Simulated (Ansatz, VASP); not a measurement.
**CdSe in VASP and in Ansatz**

```
Cd Se
1.0
     4.29850    0.00000    0.00000
    -2.14925    3.72261    0.00000
     0.00000    0.00000    7.01520
Cd Se
2 2
Direct
  0.66667 0.33333 0.00000
  0.33333 0.66667 0.50000
  0.66667 0.33333 0.37500
  0.33333 0.66667 0.87500
```

Alike in both runs: task single point; functional r2SCAN; k mesh 12 × 12 × 4; occupations gaussian, width 0.05 eV; no spin polarisation.

```csv
,VASP,Ansatz
version,VASP 6.6.1,Ansatz 0.2.0
potentials or method,"VASP PAW PBE potentials, release 64 (Cd, Se), cutoff 520 eV","scalar-relativistic, plane waves, PAW"
valence electrons in the cell,36,72
```

|  | VASP | Ansatz | Ansatz less VASP |
| --- | --- | --- | --- |
| gap on the k mesh at the Fermi level (eV) | 1.16 | 1.17 | +0.010 |
| least direct gap on the mesh (eV) | 1.16 | 1.17 | +0.010 |
| pressure (GPa) | 1.8 | 1.5 | -0.28 |
| traceless stress, the component that is largest in VASP (GPa) | 0.12 | 0.11 | -0.010 |
| rms of the force components (eV/Å) | 0.013 | 0.013 | +0.0002 |

VASP's potentials were made for PBE, not for r2SCAN. Atom by atom the forces differ by 0.000 eV/Å (rms over components). The functional is the same, so the differences come from potentials, cutoffs and numerics. VASP's potentials hold 36 valence electrons a cell and Ansatz's 72, so a difference there can come from the potentials and not from the codes.
